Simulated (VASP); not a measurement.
Here is a VASP 6.6.1 calculation.

Contents of POSCAR:

```
NaI
1.0
    0.0000000000      3.1393080000      3.3334920000
    3.1393080000      0.0000000000      3.3334920000
    3.1393080000      3.1393080000      0.0000000000
Na I
1 1
Direct
    0.0000000000      0.0000000000      0.0000000000
    0.5000000000      0.5000000000      0.5000000000
```

Contents of INCAR.step1:

```
PREC = Accurate ; ENCUT = 520
ISMEAR = 0 ; SIGMA = 0.05
LREAL = False ; LASPH = True
NELM = 80 ; NBANDS = 14
GGA = PE ; ALGO = Normal
EDIFF = 1E-4 ; LWAVE = True
LCHARG = False
```

The input INCAR.step2:

```
PREC = Accurate ; ENCUT = 520
EDIFF = 1E-6 ; ISMEAR = 0
SIGMA = 0.05 ; LREAL = False
LASPH = True ; NELM = 80
ALGO = Normal ; ISIF = 2
LWAVE = False ; LCHARG = False
METAGGA = R2SCAN ; LMIXTAU = True
NBANDS = 14 ; ISTART = 1
```

Contents of KPOINTS:

```
Automatic mesh
0
Gamma
  6 6 6
```

Potentials or basis: VASP PAW PBE potentials, release 64 (Na_pv, I).

Launch:

```console
$ cat potpaw_PBE.64/Na_pv/POTCAR potpaw_PBE.64/I/POTCAR > POTCAR
$ cp INCAR.step1 INCAR
$ mpirun -np 1 vasp_std > vasp.out
$ cp INCAR.step2 INCAR
$ mpirun -np 1 vasp_std > vasp.out
```

Question: Estimate the pressure.

Answer: 0.5 GPa.

Question: Predict the band gap on the k mesh.

Answer: 4.51 eV.

Stress tensor (GPa, compression positive):
```
 1.10  0.00  0.00
 0.00  1.10  0.00
 0.00  0.00 -0.68
```

Caveat: the cell differs from its parent crystal (strain -0.030 along x and y, +0.030 along z); the PAW data sets were made with another functional, which shifts forces and pressure a little; spin-orbit coupling is left out, which moves the levels of the heavy elements.
